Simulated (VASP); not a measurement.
A run of VASP 6.6.1:

File INCAR:

```
PREC     = Accurate       # precision mode
ENCUT    = 520            # plane-wave cutoff, eV
EDIFF    = 1E-7           # SCF threshold, eV
ISMEAR   = 0              # smearing method
SIGMA    = 0.1            # smearing width, eV
LREAL    = Auto         
LASPH    = True           # aspherical terms in the spheres
NELM     = 80             # most SCF steps
ALGO     = Normal         # electronic algorithm
ISIF     = 2              # what is computed and relaxed
LWAVE    = False          # write WAVECAR
LCHARG   = False          # write CHGCAR
GGA      = PE             # functional
ISYM     = 0            
NBANDS   = 109            # bands
```

The input KPOINTS:

```
Automatic mesh
0
Gamma
  4 4 3
```

POSCAR

```
Sc2NbAl3V6N12
1.0
   -4.2194900730     -4.1813647285      0.0338221458
   -0.0355411784      4.1830532828      4.2225981545
   -4.1801897259      4.1759858064     -4.1800788165
N Al Sc V Nb
12 3 2 6 1
Direct
    0.1663887425      0.3450688007      0.8177397012
    0.6645033080      0.3177156917      0.8396675077
    0.4957051944      0.5020535545      0.5030638831
    0.0275108757      0.5305958417      0.4992491186
    0.3244605519      0.6773123558      0.1709369686
    0.8473666004      0.6665500245      0.1794253407
    0.1769819018      0.8275595231      0.8277382243
    0.6556773795      0.8369234217      0.8214737338
    0.4834704548      0.9904450495      0.5042675898
    0.0199595544      0.0102059987      0.5046780564
    0.3364832826      0.1573457660      0.1771937814
    0.8148602725      0.1612122774      0.1598532274
    0.4858677922      0.9888494052      0.9965047887
    0.3338273473      0.6708410468      0.6758450146
    0.1759684892      0.8471405057      0.3317365958
    1.0004594405      0.9993915243      0.9842790506
    0.4967748659      0.4956341353      0.0054048250
    0.8305829292      0.1919255735      0.6545708318
    0.3711045160      0.1923439828      0.6565830950
    0.6873569552      0.3333625371      0.3474630217
    0.1325858723      0.3307071354      0.3357253419
    0.9847873985      0.4823665396      0.0109184103
    0.8242673959      0.6312853541      0.6626778439
    0.6812402378      0.8485089152      0.3445137796
```

Potentials or basis: VASP PAW PBE potentials, release 64 (N, Al, Sc_sv, V_sv, Nb_sv).

Launch:

```sh
$ cat potpaw_PBE.64/N/POTCAR potpaw_PBE.64/Al/POTCAR potpaw_PBE.64/Sc_sv/POTCAR potpaw_PBE.64/V_sv/POTCAR potpaw_PBE.64/Nb_sv/POTCAR > POTCAR
$ mpirun -np 1 vasp_std > vasp.out
```

Hardware: 1 thread of Intel Xeon 8259CL, on a shared host.

Task: Estimate the wall time of this run.

Result: Wall time 81 min on 1 thread of Intel Xeon 8259CL, with other jobs on the host, peak memory 0.62 GiB. Counts: scf iterations 26, k points 26.
